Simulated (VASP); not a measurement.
# Cu in VASP: relaxation of the atoms with PBEsol

Aim: the relaxation of the atoms of Cu with PBEsol.

All numbers are computed with VASP 6.6.1; they aren't measurements. Logs are shortened: lines on timing, memory, paths and dates and some standing lists are left out, and cuts for length are marked.

## 1. The cell of the first run

The cell holds a slab with vacuum, 7 atoms: a = 2.520 Å, b = 2.520 Å, c = 25.690 Å, α = 90.00°, β = 90.00°, γ = 90.00°.

## 2. Relaxation of the atoms, PBEsol

File INCAR:

```
PREC = Accurate
ENCUT = 520
EDIFF = 1E-7
ISMEAR = 0
SIGMA = 0.1
LREAL = False
LASPH = True
NELM = 100
ALGO = Normal
ISIF = 2
LWAVE = False
LCHARG = False
LDIPOL = True
IDIPOL = 3
DIPOL = 0.5 0.5 0.500
GGA = PS
IBRION = 2
NSW = 80
EDIFFG = -0.02
KPAR = 2
```

File KPOINTS:

```
regular mesh
0
Gamma
  14 14 1
```

File POSCAR:

```
Cu
1.0
    2.5196845177      0.0000000000      0.0000000000
    0.0000000000      2.5196845177      0.0000000000
    0.0000000000      0.0000000000     25.6901160533
Cu
7
Direct
    0.5000000000      0.5000000000      0.2919410712
    0.0000000000      0.0000000000      0.3612940475
    0.5000000000      0.5000000000      0.4306470237
    0.0000000000      0.0000000000      0.5000000000
    0.5000000000      0.5000000000      0.5693529763
    0.0000000000      0.0000000000      0.6387059525
    0.5000000000      0.5000000000      0.7080589288
```

Potentials or basis: VASP PAW PBE potentials, release 64 (Cu).

Started as:

```bash
cat potpaw_PBE.64/Cu/POTCAR > POTCAR
mpirun -np 2 vasp_std > vasp.out
```

OUTCAR:

```text
PREC = Accurate
   ENCUT = 520
   EDIFF = 1E-7
   ISMEAR = 0
   LREAL = False
   LASPH = True
   NELM = 100
   ISIF = 2
   GGA = PS
   IBRION = 2
   NSW = 80
   EDIFFG = -0.02

 ion  position               nearest neighbor table
   1  0.500  0.500  0.292-   2 2.52   2 2.52   2 2.52   2 2.52
   2  0.000  0.000  0.361-   3 2.52   3 2.52   3 2.52   3 2.52   1 2.52   1 2.52   1 2.52   1 2.52

   3  0.500  0.500  0.431-   2 2.52   2 2.52   2 2.52   2 2.52   4 2.52   4 2.52   4 2.52   4 2.52

   4  0.000  0.000  0.500-   3 2.52   5 2.52   3 2.52   5 2.52   3 2.52   5 2.52   3 2.52   5 2.52

   5  0.500  0.500  0.569-   6 2.52   6 2.52   6 2.52   6 2.52   4 2.52   4 2.52   4 2.52   4 2.52

   6  0.000  0.000  0.639-   5 2.52   5 2.52   5 2.52   5 2.52   7 2.52   7 2.52   7 2.52   7 2.52

   7  0.500  0.500  0.708-   6 2.52   6 2.52   6 2.52   6 2.52

  LATTYP: Found a simple tetragonal cell.
 ALAT       =     2.5196845177
 C/A-ratio  =    10.1957669196

  Lattice vectors:

 A1 = (   2.5196845177,   0.0000000000,   0.0000000000)
 A2 = (   0.0000000000,   2.5196845177,   0.0000000000)
 A3 = (   0.0000000000,   0.0000000000,  25.6901160533)

Analysis of symmetry for initial positions (statically):
=====================================================================
 Subroutine PRICEL returns:
 Original cell was already a primitive cell.

 Routine SETGRP: Setting up the symmetry group for a
 simple tetragonal supercell.

 Subroutine GETGRP returns: Found 16 space group operations
 (whereof 16 operations were pure point group operations)
 out of a pool of 16 trial point group operations.

The static configuration has the point symmetry D_4h.

Analysis of symmetry for dynamics (positions and initial velocities):
=====================================================================
 Subroutine PRICEL returns:
 Original cell was already a primitive cell.

 Routine SETGRP: Setting up the symmetry group for a
 simple tetragonal supercell.

 Subroutine GETGRP returns: Found 16 space group operations
 (whereof 16 operations were pure point group operations)
 out of a pool of 16 trial point group operations.

The dynamic configuration has the point symmetry D_4h.

 Subroutine INISYM returns: Found 16 space group operations
 (whereof 16 operations are pure point group operations),
 and found     1 'primitive' translations

----------------------------------------------------------------------------------------

                                     Primitive cell

  volume of cell :     163.1017

  direct lattice vectors                    reciprocal lattice vectors
     2.519684518  0.000000000  0.000000000     0.396875082  0.000000000  0.000000000
     0.000000000  2.519684518  0.000000000     0.000000000  0.396875082  0.000000000
     0.000000000  0.000000000 25.690116053     0.000000000  0.000000000  0.038925476

  length of vectors
     2.519684518  2.519684518 25.690116053     0.396875082  0.396875082  0.038925476

  position of ions in fractional coordinates (direct lattice)
     0.500000000  0.500000000  0.291941071
     0.000000000  0.000000000  0.361294048
     0.500000000  0.500000000  0.430647024
     0.000000000  0.000000000  0.500000000
     0.500000000  0.500000000  0.569352976
     0.000000000  0.000000000  0.638705952
     0.500000000  0.500000000  0.708058929

  ion indices of the primitive-cell ions
   primitive index   ion index
                 1           1
                 2           2
                 3           3
                 4           4
                 5           5
                 6           6
                 7           7

----------------------------------------------------------------------------------------

 KPOINTS: regular mesh

Automatic generation of k-mesh.
 Grid dimensions read from file:
 generate k-points for:   14   14    1

 Generating k-lattice:

  Cartesian coordinates                     Fractional coordinates (reciprocal lattice)
     0.028348220  0.000000000  0.000000000     0.071428571  0.000000000  0.000000000
     0.000000000  0.028348220  0.000000000     0.000000000  0.071428571  0.000000000
     0.000000000  0.000000000  0.038925476     0.000000000  0.000000000  1.000000000

  Length of vectors
     0.028348220  0.028348220  0.038925476

  Shift w.r.t. Gamma in fractional coordinates (k-lattice)
     0.000000000  0.000000000  0.000000000

 Subroutine IBZKPT returns following result:
 ===========================================

 Found     36 irreducible k-points:

 Following reciprocal coordinates:
            Coordinates               Weight
  0.000000  0.000000  0.000000      1.000000
  0.071429  0.000000  0.000000      4.000000
  0.142857  0.000000  0.000000      4.000000
  0.214286  0.000000  0.000000      4.000000
  0.285714  0.000000  0.000000      4.000000
  0.357143  0.000000  0.000000      4.000000
[... 16 lines left out ...]
  0.285714  0.214286  0.000000      8.000000
  0.357143  0.214286  0.000000      8.000000
 [... further k-points ...]
   k-points           NKPTS =     36   k-points in BZ     NKDIM =     36   number of bands    NBANDS=     46
   number of dos      NEDOS =    301   number of ions     NIONS =      7
   total plane-waves  NPLWV =  76800
   dimension x,y,z NGX =    20 NGY =   20 NGZ =  192
   dimension x,y,z NGXF=    40 NGYF=   40 NGZF=  384
   ions per type =               7
   NGX,Y,Z   is equivalent  to a cutoff of  13.20, 13.20, 12.42 a.u.
   NGXF,Y,Z  is equivalent  to a cutoff of  26.39, 26.39, 24.85 a.u.
 SYSTEM =  unknown system
   PREC   = accura    normal or accurate (medium, high low for compatibility)
   ISTART =      0    job   : 0-new  1-cont  2-samecut
   ICHARG =      2    charge: 1-file 2-atom 10-const
   ISPIN  =      1    spin polarized calculation?
   LNONCOLLINEAR =      F non collinear calculations
   LSORBIT =      F    spin-orbit coupling
   LASPH  =      T    aspherical Exc in radial PAW
   ENCUT  =  520.0 eV  38.22 Ry    6.18 a.u.   4.68  4.68 47.77*2*pi/ulx,y,z
   NELM   =    100;   NELMIN=  2; NELMDL= -5     # of ELM steps
   EDIFF  = 0.1E-06   stopping-criterion for ELM
   LREAL  =      F    real-space projection
   EDIFFG = -.2E-01   stopping-criterion for IOM
   NSW    =     80    number of steps for IOM
   IBRION =      2    ionic relax: 0-MD 1-quasi-New 2-CG
   NFREE  =      1    steps in history (QN), initial steepest desc. (CG)
   ISIF   =      2    stress and relaxation
   ISYM   =      2    0-nonsym 1-usesym 2-fastsym
   POTIM  = 0.5000    time-step for ionic-motion
   TEBEG  =    0.0;   TEEND  =   0.0 temperature during run
   PSTRESS=    0.0 pullay stress
   NELECT =      77.0000    total number of electrons
   NUPDOWN=      -1.0000    fix difference up-down
   EMIN   =  10.00;   EMAX   =-10.00  energy-range for DOS
   EFERMI =   0.00;   METHOD = LEGACY
   ISMEAR =     0;   SIGMA  =   0.10  broadening in eV -4-tet -1-fermi 0-gaus
   EFERMI_NEDOS =   21; number of points for ismear=-14 and -15
   IALGO  =     38    algorithm
   IMIX   =      4    mixing-type and parameters
     AMIX     =   0.40;   BMIX     =  1.00
     AMIX_MAG =   1.60;   BMIX_MAG =  1.00
  volume/ion in A,a.u.               =      23.30       157.24
  Fermi-wavevector in a.u.,A,eV,Ry     =   1.274732  2.408894 22.108679  1.624942
  Thomas-Fermi vector in A             =   2.407484
   LORBIT       =      0    0 simple, 1 ext, 2 COOP (PROOUT), +10 PAW based schemes
   GGA     = PS    functional components
   LHFCALC =     F    Hartree Fock is set to
   AEXX    =    0.0000 exact exchange contribution
   IVDW    =     0    specifies the selected vdW correction
   LEPSILON=     F    determine dielectric tensor
   LRPA    =     F    only Hartree local field effects (RPA)
 conjugate gradient relaxation of ions
 non-spin polarized calculation
 Gauss-broadening in eV      SIGMA  =   0.10
  energy-cutoff  :      520.00
  volume of cell :      163.10
 maximum number of plane-waves:      4451
 NGX is ok and might be reduce to    20
   NGX =  9   NGY =  9   NGZ = 95

--------------------------------------- Ionic step        1  -------------------------------------------

 number of electron      77.0000005 magnetization

 Free energy of the ion-electron system (eV)
  ---------------------------------------------------
  ext. energy  EPLUGINS =         0.00000000
  ---------------------------------------------------
  free energy    TOTEN  =       -28.73605479 eV

  energy without entropy =      -28.72604383  energy(sigma->0) =      -28.73104931

------------------------ aborting loop because EDIFF is reached ----------------------------------------

  FORCE on cell =-STRESS in cart. coord.  units (eV):
  Direction    XX          YY          ZZ          XY          YZ          ZX
  --------------------------------------------------------------------------------------
  -------------------------------------------------------------------------------------
  Total       -1.4763210     -1.4763210     -0.5868947      0.0000000      0.0000000      0.0000000
  in kB      -14.5021692    -14.5021692     -5.7651730      0.0000000      0.0000000      0.0000000
  external PRESSURE =     -11.5898372 kB  Pullay stress =       0.0000000 kB
[... 104 lines left out ...]
  FREE ENERGIE OF THE ION-ELECTRON SYSTEM (eV)
  ---------------------------------------------------
  free  energy   TOTEN  =       -28.7459167874 eV

  energy  without entropy=      -28.7361484775  energy(sigma->0) =      -28.74103263

 dipolmoment           0.000000      0.000000     -0.000000 electrons x Angstroem

--------------------------------------- Ionic step        4  -------------------------------------------

 number of electron      76.9999982 magnetization

------------------------ aborting loop because EDIFF is reached ----------------------------------------
[... 36 lines left out ...]
--------------------------------------- Ionic step        5  -------------------------------------------

 number of electron      76.9999986 magnetization

 dipolmoment           0.000000      0.000000      0.000000 electrons x Angstroem

 Free energy of the ion-electron system (eV)
  ---------------------------------------------------
  ext. energy  EPLUGINS =         0.00000000
  ---------------------------------------------------
  free energy    TOTEN  =       -28.74694834 eV

  energy without entropy =      -28.73728863  energy(sigma->0) =      -28.74211849

 E-fermi :   1.5217     XC(G=0):  -7.1188

 val. band max:        1.4907018441   @ k =   0.5000   0.1429   0.0000
 cond. band min:       1.5639178767   @ k =   0.3571   0.0000   0.0000
 fundamental gap:      0.0732160327
 Fermi energy:         1.5216955066

 k-point     1 :       0.0000    0.0000    0.0000
  band No.  band energies     occupation
      1      -7.9664      2.00000
      2      -7.3491      2.00000
      3      -6.3196      2.00000
      4      -5.0291      2.00000
      5      -3.9449      2.00000
      6      -3.5456      2.00000
[... 1165 lines left out ...]
     45       7.2913      0.00000
     46       8.1150      0.00000

 [... further k-points ...]

------------------------ aborting loop because EDIFF is reached ----------------------------------------

 vacuum level on the upper side and lower side of the slab       (xc-potential included)        -0.006        -0.006

  FORCE on cell =-STRESS in cart. coord.  units (eV):
  Direction    XX          YY          ZZ          XY          YZ          ZX
  --------------------------------------------------------------------------------------
  -------------------------------------------------------------------------------------
  Total       -1.1846537     -1.1846537     -0.1923714      0.0000000      0.0000000      0.0000000
  in kB      -11.6370684    -11.6370684     -1.8896992      0.0000000      0.0000000      0.0000000
  external PRESSURE =      -8.3879454 kB  Pullay stress =       0.0000000 kB
[... 22 lines left out ...]
  FREE ENERGIE OF THE ION-ELECTRON SYSTEM (eV)
  ---------------------------------------------------
  free  energy   TOTEN  =       -28.7469483412 eV

  energy  without entropy=      -28.7372886312  energy(sigma->0) =      -28.74211849

 reached required accuracy - stopping structural energy minimisation

 vacuum level on the upper side and lower side of the slab         6.148         6.148
```

Wall time 7.5 min (2 MPI ranks of Intel Xeon Platinum 8488C (Sapphire Rapids), shared host); peak memory 0.37 GiB.

What came out:

```
Free energy                  : -28.7469 eV
Energy gained by relaxing    : 1.6 meV/atom
Ionic steps                  : 5
Largest force after relaxing : 0.008 eV/Å
Band gap on the k mesh       : zero (an odd number of electrons rules out a gap without spin polarisation)
```

Forces on the atoms (eV/Å):
```
Cu   0.000  0.000  0.008
Cu   0.000  0.000  0.007
Cu   0.000  0.000 -0.001
Cu   0.000  0.000  0.000
Cu   0.000  0.000  0.001
Cu   0.000  0.000 -0.007
Cu   0.000  0.000 -0.008
```

Step by step:
```csv
step,energy change (eV),largest force (eV/Å),pressure (GPa)
1,0.0000,0.2422,-1.16
2,-0.0074,0.1220,-1.04
3,-0.0099,0.0811,-0.91
4,-0.0106,0.0412,-0.88
5,-0.0109,0.0085,-0.84
```

Final structure:
```
CELL_PARAMETERS angstrom
2.51968 0.00000 0.00000
0.00000 2.51968 0.00000
0.00000 0.00000 25.69012
ATOMIC_POSITIONS crystal
Cu 0.50000 0.50000 0.29293
Cu 0.00000 0.00000 0.36043
Cu 0.50000 0.50000 0.43033
Cu 0.00000 0.00000 0.50000
Cu 0.50000 0.50000 0.56967
Cu 0.00000 0.00000 0.63957
Cu 0.50000 0.50000 0.70707
```

Levels at points of the mesh, in eV from the Fermi level:
| k point | band 36 | band 37 | band 38 | band 39 | band 40 | band 41 | band 42 | band 43 |
| --- | --- | --- | --- | --- | --- | --- | --- | --- |
| (0.00, 0.00, 0.00) | -1.61 | -1.53 | -1.53 | -1.51 | -1.51 | -1.18 | 0.35 | 1.22 |
| (0.50, 0.00, 0.00) | -0.83 | -0.64 | -0.41 | -0.32 | -0.26 | -0.10 | -0.10 | 3.35 |
| (0.50, 0.50, 0.00) | 1.90 | 1.90 | 2.98 | 2.98 | 4.47 | 4.47 | 6.25 | 6.25 |

Caveat: the PAW data sets were made with another functional, which shifts forces and pressure a little.

The gap in the log of VASP goes by the Fermi energy; the results here count the filled bands.